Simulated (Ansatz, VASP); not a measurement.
**One calculation of TiSi6Mo, two programs**

Contents of INCAR:

```
ALGO = Normal
EDIFF = 1E-6
ENCUT = 520
GGA = PE
ISIF = 2
ISMEAR = 0
LASPH = T
LCHARG = T
LELF = T
LREAL = F
LVHAR = T
LWAVE = F
NBANDS = 35
NELM = 100
PREC = Accurate
SIGMA = 0.2
```

The input KPOINTS:

```
k-points
0
Gamma
  6 6 6
```

POSCAR

```
TiSi6Mo
1.0
    0.0000000000      3.4376241447      0.0000000000
    3.8998842239      0.0000000000      0.0000000000
    0.0000000000     -1.7188120724     -8.7316495864
Ti Si Mo
1 6 1
Direct
    0.0770692736      0.0000000000      0.1541385472
    0.6888024512      0.0000000000      0.3776049025
    0.8254200540      0.0000000000      0.6508401080
    0.3138028745      0.5000000000      0.6276057489
    0.1801034304      0.5000000000      0.3602068608
    0.4538605828      1.0000000000      0.9077211656
    0.5414612588      0.5000000000      0.0829225176
    0.9194800746      0.5000000000      0.8389601492
```

Input for Ansatz:

```yaml
crystal:
  lattice:
    - [0.0, 3.4376241447, 0.0]
    - [3.8998842239, 0.0, 0.0]
    - [0.0, -1.7188120724, -8.7316495864]
  atoms:
    - { symbol: Ti, position: [0.0770692736, 0.0, 0.1541385472] }
    - { symbol: Si, position: [0.6888024512, 0.0, 0.3776049025] }
    - { symbol: Si, position: [0.825420054, 0.0, 0.650840108] }
    - { symbol: Si, position: [0.3138028745, 0.5, 0.6276057489] }
    - { symbol: Si, position: [0.1801034304, 0.5, 0.3602068608] }
    - { symbol: Si, position: [0.4538605828, 1.0, 0.9077211656] }
    - { symbol: Si, position: [0.5414612588, 0.5, 0.0829225176] }
    - { symbol: Mo, position: [0.9194800746, 0.5, 0.8389601492] }
basis:
  ecutwfc: 420
kpoints:
  mp_grid: { grid: [6, 6, 6] }
hamiltonian:
  xc: pbe
scf:
  occupations: { method: gaussian, width: 0.2 }
  lower_state_search: "off"
output:
  forces: true
  stress: true
  eigenvalues: true
```

Alike in both runs: task single point; functional PBE; k mesh 6 × 6 × 6; occupations gaussian, width 0.2 eV; no spin polarisation.

|  | VASP | Ansatz |
| --- | --- | --- |
| version | VASP 6.6.1 | Ansatz 0.2.0 |
| potentials or method | VASP PAW PBE potentials, release 64 (Ti_sv, Si, Mo_sv), cutoff 520 eV | scalar-relativistic, plane waves, PAW |
| valence electrons in the cell | 50 | 50 |

Ansatz gave:

| Property | Result |
| --- | --- |
| gap on the k mesh at the Fermi level (eV) | none |
| pressure (GPa) | 0.0 |
| traceless stress, the component that is largest in VASP (GPa) | -0.42 |
| rms of the force components (eV/Å) | 0.025 |

Question: What did VASP give for the same quantities?

Answer: gap on the k mesh at the Fermi level (eV): none; pressure (GPa): 0.0; traceless stress, the component that is largest in VASP (GPa): -0.45; rms of the force components (eV/Å): 0.028.

Atom by atom the forces differ by 0.004 eV/Å (rms over components). A gap of «none» marks a metal or a gap that the smearing closes. The functional is the same, so the differences come from potentials, cutoffs and numerics.
